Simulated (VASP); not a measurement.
# ZrB2 (P6/mmm) in VASP: a series of runs, part 2 of 2

VASP 6.6.1. The steps go on from the part before.

## Step 3: Single point, PBEsol

This run uses another cell than the first one, of 9.71 Å³/atom.

The input, INCAR:

```
  PREC = Accurate
  ENCUT = 520
  EDIFF = 1E-6
  ISMEAR = -1
  SIGMA = 0.05
  LREAL = F
  LASPH = T
  NELM = 100
  ALGO = Normal
  ISIF = 2
  LWAVE = F
  LCHARG = F
  GGA = PS
  NBANDS = 16
```

The input, KPOINTS:

```
Automatic mesh
0
Gamma
  10 10 8
```

The input, POSCAR:

```
ZrB2
1.0
    3.1166471749      0.0000000000      0.0000000000
   -1.5583235874      2.6990956281      0.0000000000
    0.0000000000      0.0000000000      3.4627844628
Zr B
1 2
Direct
    0.0000000000      0.0000000000      0.0000000000
    0.6666666667      0.3333333333      0.5000000000
    0.3333333333      0.6666666667      0.5000000000
```

Potentials or basis: VASP PAW PBE potentials, release 64 (Zr_sv, B).

The run is started by

```
cat potpaw_PBE.64/Zr_sv/POTCAR potpaw_PBE.64/B/POTCAR > POTCAR
mpirun -np 1 vasp_std > vasp.out
```

OUTCAR:

```text
PREC = Accurate
   ENCUT = 520
   EDIFF = 1E-6
   ISMEAR = -1
   LREAL = F
   LASPH = T
   NELM = 100
   ISIF = 2
   GGA = PS

 ion  position               nearest neighbor table
   1  0.000  0.000  0.000-   2 2.50   3 2.50   2 2.50   3 2.50   3 2.50   3 2.50   2 2.50   2 2.50
                             2 2.50   2 2.50   3 2.50   3 2.50
   2  0.667  0.333  0.500-   3 1.80   3 1.80   3 1.80   1 2.50   1 2.50   1 2.50   1 2.50   1 2.50
                             1 2.50
   3  0.333  0.667  0.500-   2 1.80   2 1.80   2 1.80   1 2.50   1 2.50   1 2.50   1 2.50   1 2.50
                             1 2.50

  LATTYP: Found a hexagonal cell.
 ALAT       =     3.1166471749
 C/A-ratio  =     1.1110607870

  Lattice vectors:

 A1 = (   3.1166471749,   0.0000000000,   0.0000000000)
 A2 = (  -1.5583235874,   2.6990956281,   0.0000000000)
 A3 = (   0.0000000000,   0.0000000000,   3.4627844628)

Analysis of symmetry for initial positions (statically):
=====================================================================
 Subroutine PRICEL returns:
 Original cell was already a primitive cell.

 Routine SETGRP: Setting up the symmetry group for a
 hexagonal supercell.

 Subroutine GETGRP returns: Found 24 space group operations
 (whereof 24 operations were pure point group operations)
 out of a pool of 24 trial point group operations.

The static configuration has the point symmetry D_6h.

Analysis of symmetry for dynamics (positions and initial velocities):
=====================================================================
 Subroutine PRICEL returns:
 Original cell was already a primitive cell.

 Routine SETGRP: Setting up the symmetry group for a
 hexagonal supercell.

 Subroutine GETGRP returns: Found 24 space group operations
 (whereof 24 operations were pure point group operations)
 out of a pool of 24 trial point group operations.

The dynamic configuration has the point symmetry D_6h.

 Subroutine INISYM returns: Found 24 space group operations
 (whereof 24 operations are pure point group operations),
 and found     1 'primitive' translations

----------------------------------------------------------------------------------------

                                     Primitive cell

  volume of cell :      29.1294

  direct lattice vectors                    reciprocal lattice vectors
     3.116647175  0.000000000  0.000000000     0.320857622  0.185247234  0.000000000
    -1.558323587  2.699095628  0.000000000     0.000000000  0.370494468  0.000000000
     0.000000000  0.000000000  3.462784463     0.000000000  0.000000000  0.288784939

  length of vectors
     3.116647175  3.116647175  3.462784463     0.370494468  0.370494468  0.288784939

  position of ions in fractional coordinates (direct lattice)
     0.000000000  0.000000000  0.000000000
     0.666666667  0.333333333  0.500000000
     0.333333333  0.666666667  0.500000000

  ion indices of the primitive-cell ions
   primitive index   ion index
                 1           1
                 2           2
                 3           3

----------------------------------------------------------------------------------------

 KPOINTS: Automatic mesh

Automatic generation of k-mesh.
 Grid dimensions read from file:
 generate k-points for:   10   10    8

 Generating k-lattice:

  Cartesian coordinates                     Fractional coordinates (reciprocal lattice)
     0.032085762  0.018524723  0.000000000     0.100000000  0.000000000  0.000000000
     0.000000000  0.037049447  0.000000000     0.000000000  0.100000000  0.000000000
     0.000000000  0.000000000  0.036098117     0.000000000  0.000000000  0.125000000

  Length of vectors
     0.037049447  0.037049447  0.036098117

  Shift w.r.t. Gamma in fractional coordinates (k-lattice)
     0.000000000  0.000000000  0.000000000

 Subroutine IBZKPT returns following result:
 ===========================================

 Found     70 irreducible k-points:

 Following reciprocal coordinates:
            Coordinates               Weight
  0.000000  0.000000  0.000000      1.000000
  0.100000  0.000000  0.000000      6.000000
  0.200000  0.000000  0.000000      6.000000
  0.300000  0.000000  0.000000      6.000000
  0.400000 -0.000000  0.000000      6.000000
  0.500000  0.000000  0.000000      3.000000
[... 16 lines left out ...]
  0.300000  0.100000  0.125000     24.000000
  0.400000  0.100000  0.125000     24.000000
 [... further k-points ...]
   k-points           NKPTS =     70   k-points in BZ     NKDIM =     70   number of bands    NBANDS=     16
   number of dos      NEDOS =    301   number of ions     NIONS =      3
   total plane-waves  NPLWV =  16128
   dimension x,y,z NGX =    24 NGY =   24 NGZ =   28
   dimension x,y,z NGXF=    48 NGYF=   48 NGZF=   56
   ions per type =               1   2
   NGX,Y,Z   is equivalent  to a cutoff of  12.80, 12.80, 13.44 a.u.
   NGXF,Y,Z  is equivalent  to a cutoff of  25.60, 25.60, 26.89 a.u.
 SYSTEM =  unknown system
   PREC   = accura    normal or accurate (medium, high low for compatibility)
   ISTART =      0    job   : 0-new  1-cont  2-samecut
   ICHARG =      2    charge: 1-file 2-atom 10-const
   ISPIN  =      1    spin polarized calculation?
   LNONCOLLINEAR =      F non collinear calculations
   LSORBIT =      F    spin-orbit coupling
   LASPH  =      T    aspherical Exc in radial PAW
   ENCUT  =  520.0 eV  38.22 Ry    6.18 a.u.   5.79  5.79  6.44*2*pi/ulx,y,z
   NELM   =    100;   NELMIN=  2; NELMDL= -5     # of ELM steps
   EDIFF  = 0.1E-05   stopping-criterion for ELM
   LREAL  =      F    real-space projection
   EDIFFG = 0.1E-04   stopping-criterion for IOM
   NSW    =      0    number of steps for IOM
   IBRION =     -1    ionic relax: 0-MD 1-quasi-New 2-CG
   NFREE  =      0    steps in history (QN), initial steepest desc. (CG)
   ISIF   =      2    stress and relaxation
   ISYM   =      2    0-nonsym 1-usesym 2-fastsym
   POTIM  = 0.5000    time-step for ionic-motion
   TEBEG  =    0.0;   TEEND  =   0.0 temperature during run
   PSTRESS=    0.0 pullay stress
   NELECT =      18.0000    total number of electrons
   NUPDOWN=      -1.0000    fix difference up-down
   EMIN   =  10.00;   EMAX   =-10.00  energy-range for DOS
   EFERMI =   0.00;   METHOD = LEGACY
   ISMEAR =    -1;   SIGMA  =   0.05  broadening in eV -4-tet -1-fermi 0-gaus
   EFERMI_NEDOS =   21; number of points for ismear=-14 and -15
   IALGO  =     38    algorithm
   IMIX   =      4    mixing-type and parameters
     AMIX     =   0.40;   BMIX     =  1.00
     AMIX_MAG =   1.60;   BMIX_MAG =  1.00
  volume/ion in A,a.u.               =       9.71        65.52
  Fermi-wavevector in a.u.,A,eV,Ry     =   1.394404  2.635041 26.454649  1.944362
  Thomas-Fermi vector in A             =   2.517956
   LORBIT       =      0    0 simple, 1 ext, 2 COOP (PROOUT), +10 PAW based schemes
   GGA     = PS    functional components
   LHFCALC =     F    Hartree Fock is set to
   AEXX    =    0.0000 exact exchange contribution
   IVDW    =     0    specifies the selected vdW correction
   LEPSILON=     F    determine dielectric tensor
   LRPA    =     F    only Hartree local field effects (RPA)
 non-spin polarized calculation
  energy-cutoff  :      520.00
  volume of cell :       29.13
 maximum number of plane-waves:       800
 NGX is ok and might be reduce to    24
   NGX = 11   NGY = 11   NGZ = 13

 number of electron      18.0000000 magnetization

 Free energy of the ion-electron system (eV)
  ---------------------------------------------------
  ext. energy  EPLUGINS =         0.00000000
  ---------------------------------------------------
  free energy    TOTEN  =       -26.36326652 eV

  energy without entropy =      -26.36052765  energy(sigma->0) =      -26.36189708

 E-fermi :  10.9181     XC(G=0): -12.7932

 val. band max:       10.8815984194   @ k =   0.2000   0.2000   0.1250
 cond. band min:      11.0852890938   @ k =   0.1000   0.0000   0.5000
 fundamental gap:      0.2036906745
 Fermi energy:        10.9180746363

 k-point     1 :       0.0000    0.0000    0.0000
  band No.  band energies     occupation
      1     -37.2961      2.00000
      2     -15.5496      2.00000
      3     -14.9110      2.00000
      4     -14.9110      2.00000
      5      -1.9022      2.00000
      6       8.2812      2.00000
[... 433 lines left out ...]
      3     -15.3910      2.00000
      4     -15.2254      2.00000
      5       1.6686      2.00000
      6       2.9220      2.00000
[... 8 lines left out ...]
     15      19.9706      0.00000
     16      21.7627      0.00000

 [... further k-points ...]

------------------------ aborting loop because EDIFF is reached ----------------------------------------

  FORCE on cell =-STRESS in cart. coord.  units (eV):
  Direction    XX          YY          ZZ          XY          YZ          ZX
  --------------------------------------------------------------------------------------
  -------------------------------------------------------------------------------------
  Total        1.8905177      1.8905177      1.8769944      0.0000000      0.0000000      0.0000000
  in kB      103.9824284    103.9824284    103.2386199      0.0000000      0.0000000      0.0000000
  external PRESSURE =     103.7344923 kB  Pullay stress =       0.0000000 kB

 VOLUME and BASIS-vectors are now :
 -----------------------------------------------------------------------------
  energy-cutoff  :      520.00
  volume of cell :       29.13
      direct lattice vectors                 reciprocal lattice vectors
     3.116647175  0.000000000  0.000000000     0.320857622  0.185247234  0.000000000
    -1.558323587  2.699095628  0.000000000     0.000000000  0.370494468  0.000000000
     0.000000000  0.000000000  3.462784463     0.000000000  0.000000000  0.288784939

 POSITION                                       TOTAL-FORCE (eV/Angst)
 -----------------------------------------------------------------------------------
      0.00000      0.00000      0.00000        -0.000000      0.000000      0.000000
      1.55832      0.89970      1.73139         0.000000      0.000000      0.000000
     -0.00000      1.79940      1.73139        -0.000000     -0.000000      0.000000
 -----------------------------------------------------------------------------------
    total drift:                               -0.000000      0.000000      0.000000

  FREE ENERGIE OF THE ION-ELECTRON SYSTEM (eV)
  ---------------------------------------------------
  free  energy   TOTEN  =       -26.3632665208 eV

  energy  without entropy=      -26.3605276450  energy(sigma->0) =      -26.36189708
```

OSZICAR:

```text
N       E                     dE             d eps       ncg     rms          rms(c)
DAV:   1     0.105900392485E+03    0.10590E+03   -0.98088E+03  2248   0.113E+03
DAV:   2    -0.248197454498E+02   -0.13072E+03   -0.12502E+03  2928   0.295E+02
DAV:   3    -0.289225411098E+02   -0.41028E+01   -0.40824E+01  3432   0.455E+01
DAV:   4    -0.289829227950E+02   -0.60382E-01   -0.60361E-01  2680   0.521E+00
DAV:   5    -0.289857403744E+02   -0.28176E-02   -0.28175E-02  3448   0.593E-01    0.249E+01
DAV:   6    -0.264241929922E+02    0.25615E+01   -0.53475E+00  2848   0.162E+01    0.104E+01
DAV:   7    -0.263660614134E+02    0.58132E-01   -0.63996E-01  3152   0.514E+00    0.364E+00
DAV:   8    -0.263679692431E+02   -0.19078E-02   -0.11286E-01  2664   0.273E+00    0.416E-01
DAV:   9    -0.263636090634E+02    0.43602E-02   -0.20833E-02  2704   0.111E+00    0.207E-01
DAV:  10    -0.263632625875E+02    0.34648E-03   -0.16704E-03  2584   0.387E-01    0.374E-02
DAV:  11    -0.263632685222E+02   -0.59347E-05   -0.59510E-05  3000   0.719E-02    0.126E-02
DAV:  12    -0.263632667212E+02    0.18011E-05   -0.27830E-06  2608   0.151E-02    0.636E-03
DAV:  13    -0.263632665208E+02    0.20031E-06   -0.47263E-07  1376   0.647E-03
   1 F= -.26363267E+02 E0= -.26361897E+02  d E =-.273888E-02
```

It took 41 s on 1 thread of Intel Xeon 8259CL, shared host; peak memory 0.16 GiB.

What came out:

* Free energy: -26.3633 eV
* Pressure: 10.4 GPa
* Band gap on the k mesh: zero (bands 9 and 10 overlap by 0.83 eV)

Levels at points of the mesh, in eV from the Fermi level:
| k point | band 7 | band 8 | band 9 | band 10 | band 11 | band 12 |
| --- | --- | --- | --- | --- | --- | --- |
| (0.00, 0.00, 0.00) | -2.64 | -2.62 | -2.14 | 3.76 | 3.76 | 4.62 |
| (0.50, 0.00, 0.00) | -3.96 | -2.98 | -2.75 | 2.49 | 2.57 | 5.39 |
| (0.00, 0.00, 0.50) | -0.85 | -0.85 | 0.42 | 0.42 | 0.92 | 0.92 |
| (0.50, 0.00, 0.50) | -4.70 | -4.21 | -1.74 | 4.18 | 4.48 | 5.81 |

Caveat: the cell stands under pressure; the PAW data sets were made with another functional, which shifts forces and pressure a little.

## Step 4: Single point, PBEsol

This run uses another cell than the first one, of 10.08 Å³/atom.

The input, INCAR:

```
SYSTEM = ZrB2
  PREC = Accurate
  ENCUT = 520
  EDIFF = 1E-7
  ISMEAR = -1
  SIGMA = 0.05
  LREAL = .False.
  LASPH = .True.
  NELM = 60
  ALGO = Normal
  ISIF = 2
  LWAVE = .False.
  LCHARG = .True.
  GGA = PS
  LELF = .True.
  LVHAR = .True.
  NBANDS = 16
```

The input, KPOINTS:

```
Automatic mesh
0
Gamma
  10 10 8
  0 0 0
```

The input, POSCAR:

```
ZrB2
1.0
    3.1535135631      0.0000000000      0.0000000000
   -1.5767567816      2.7310228569      0.0000000000
    0.0000000000      0.0000000000      3.5106077979
Zr B
1 2
Direct
    0.0000000000      0.0000000000      0.0000000000
    0.6666666667      0.3333333333      0.5000000000
    0.3333333333      0.6666666667      0.5000000000
```

Potentials or basis: VASP PAW PBE potentials, release 64 (Zr_sv, B).

The run is started by

```
cat potpaw_PBE.64/Zr_sv/POTCAR potpaw_PBE.64/B/POTCAR > POTCAR
mpirun -np 1 vasp_std > vasp.out
```

OUTCAR:

```text
SYSTEM = ZrB2
   PREC = Accurate
   ENCUT = 520
   EDIFF = 1E-7
   ISMEAR = -1
   LREAL = .False.
   LASPH = .True.
   NELM = 60
   ISIF = 2
   GGA = PS

 ion  position               nearest neighbor table
   1  0.000  0.000  0.000-   2 2.53   3 2.53   2 2.53   3 2.53   2 2.53   2 2.53   3 2.53   3 2.53
                             2 2.53   2 2.53   3 2.53   3 2.53
   2  0.667  0.333  0.500-   3 1.82   3 1.82   3 1.82   1 2.53   1 2.53   1 2.53   1 2.53   1 2.53
                             1 2.53
   3  0.333  0.667  0.500-   2 1.82   2 1.82   2 1.82   1 2.53   1 2.53   1 2.53   1 2.53   1 2.53
                             1 2.53

  LATTYP: Found a hexagonal cell.
 ALAT       =     3.1535135631
 C/A-ratio  =     1.1132369427

  Lattice vectors:

 A1 = (   3.1535135631,   0.0000000000,   0.0000000000)
 A2 = (  -1.5767567816,   2.7310228569,   0.0000000000)
 A3 = (   0.0000000000,   0.0000000000,   3.5106077979)

Analysis of symmetry for initial positions (statically):
=====================================================================
 Subroutine PRICEL returns:
 Original cell was already a primitive cell.

 Routine SETGRP: Setting up the symmetry group for a
 hexagonal supercell.

[... 172 lines left out ...]
 fundamental gap:      0.2012943717
 Fermi energy:        10.5079474632

 k-point     1 :       0.0000    0.0000    0.0000
  band No.  band energies     occupation
      1     -37.8383      2.00000
      2     -16.0695      2.00000
      3     -15.4884      2.00000
      4     -15.4884      2.00000
      5      -2.1574      2.00000
      6       7.9508      2.00000
[... 433 lines left out ...]
      3     -15.9299      2.00000
      4     -15.7679      2.00000
      5       1.3442      2.00000
      6       2.5953      2.00000
[... 8 lines left out ...]
     15      19.1152      0.00000
     16      20.9191      0.00000

 [... further k-points ...]

------------------------ aborting loop because EDIFF is reached ----------------------------------------

  FORCE on cell =-STRESS in cart. coord.  units (eV):
  Direction    XX          YY          ZZ          XY          YZ          ZX
  --------------------------------------------------------------------------------------
  -------------------------------------------------------------------------------------
  Total        0.0644627      0.0644627      0.0511773     -0.0000000     -0.0000000      0.0000000
  in kB        3.4159890      3.4159890      2.7119756     -0.0000000     -0.0000000      0.0000000
  external PRESSURE =       3.1813179 kB  Pullay stress =       0.0000000 kB

 VOLUME and BASIS-vectors are now :
 -----------------------------------------------------------------------------
  energy-cutoff  :      520.00
  volume of cell :       30.23
      direct lattice vectors                 reciprocal lattice vectors
     3.153513563  0.000000000  0.000000000     0.317106611  0.183081587  0.000000000
    -1.576756782  2.731022857  0.000000000     0.000000000  0.366163175  0.000000000
     0.000000000  0.000000000  3.510607798     0.000000000  0.000000000  0.284850960

 POSITION                                       TOTAL-FORCE (eV/Angst)
 -----------------------------------------------------------------------------------
      0.00000      0.00000      0.00000        -0.000000      0.000000      0.000000
      1.57676      0.91034      1.75530        -0.000000      0.000000      0.000000
     -0.00000      1.82068      1.75530         0.000000     -0.000000      0.000000
 -----------------------------------------------------------------------------------
    total drift:                               -0.000000      0.000000      0.000000

  FREE ENERGIE OF THE ION-ELECTRON SYSTEM (eV)
  ---------------------------------------------------
  free  energy   TOTEN  =       -26.3999359221 eV

  energy  without entropy=      -26.3971464398  energy(sigma->0) =      -26.39854118
```

OSZICAR:

```text
N       E                     dE             d eps       ncg     rms          rms(c)
DAV:   1     0.972060731429E+02    0.97206E+02   -0.97426E+03  2240   0.112E+03
DAV:   2    -0.250316286846E+02   -0.12224E+03   -0.11727E+03  2928   0.287E+02
DAV:   3    -0.289297852538E+02   -0.38982E+01   -0.38801E+01  3472   0.433E+01
DAV:   4    -0.289714938680E+02   -0.41709E-01   -0.41704E-01  2632   0.434E+00
DAV:   5    -0.289724535995E+02   -0.95973E-03   -0.95969E-03  3496   0.414E-01    0.230E+01
DAV:   6    -0.264573322957E+02    0.25151E+01   -0.54014E+00  2872   0.159E+01    0.951E+00
DAV:   7    -0.264035186222E+02    0.53814E-01   -0.60072E-01  3112   0.492E+00    0.339E+00
DAV:   8    -0.264041491180E+02   -0.63050E-03   -0.10061E-01  2640   0.253E+00    0.398E-01
DAV:   9    -0.264002823032E+02    0.38668E-02   -0.19657E-02  2728   0.105E+00    0.206E-01
DAV:  10    -0.263999306945E+02    0.35161E-03   -0.16883E-03  2608   0.382E-01    0.345E-02
DAV:  11    -0.263999379751E+02   -0.72805E-05   -0.60971E-05  3024   0.722E-02    0.114E-02
DAV:  12    -0.263999361370E+02    0.18381E-05   -0.26424E-06  2784   0.137E-02    0.618E-03
DAV:  13    -0.263999359318E+02    0.20515E-06   -0.46805E-07  3016   0.596E-03    0.156E-03
DAV:  14    -0.263999359221E+02    0.97061E-08   -0.26487E-08  1408   0.155E-03
   1 F= -.26399936E+02 E0= -.26398541E+02  d E =-.278948E-02
```

Wall time 48 s (1 thread of Intel Xeon 8259CL, shared host); peak memory 0.16 GiB.

What came out:

| Item | Value |
| --- | --- |
| Free energy | -26.3999 eV |
| Pressure | 0.3 GPa |
| Band gap on the k mesh | zero (bands 9 and 10 overlap by 0.81 eV) |

Caveat: the PAW data sets were made with another functional, which shifts forces and pressure a little.

## Step 5: The runs side by side

| cell | gap on the mesh (eV) | pressure (GPa) |
| --- | --- | --- |
| a = 3.134, b = 3.134, c = 3.486 Å, angles 90.0, 90.0, 120.0°, 3 atoms | none | 5.3 |
| a = 3.117, b = 3.117, c = 3.463 Å, angles 90.0, 90.0, 120.0°, 3 atoms | none | 10.4 |
| a = 3.154, b = 3.154, c = 3.511 Å, angles 90.0, 90.0, 120.0°, 3 atoms | none | 0.3 |

Alike in all rows: task single point; level PBEsol; potentials or basis VASP PAW PBE potentials, release 64 (Zr_sv, B); no spin polarisation; k mesh 10 × 10 × 8; cutoff (eV) 520; smearing fermi-dirac 0.05 eV.

Caveats: the PAW data sets were made with another functional, which shifts forces and pressure a little; the cell stands under pressure (at least some runs).

Total energies depend on the potentials used, so only differences within one code and one set of settings carry meaning.
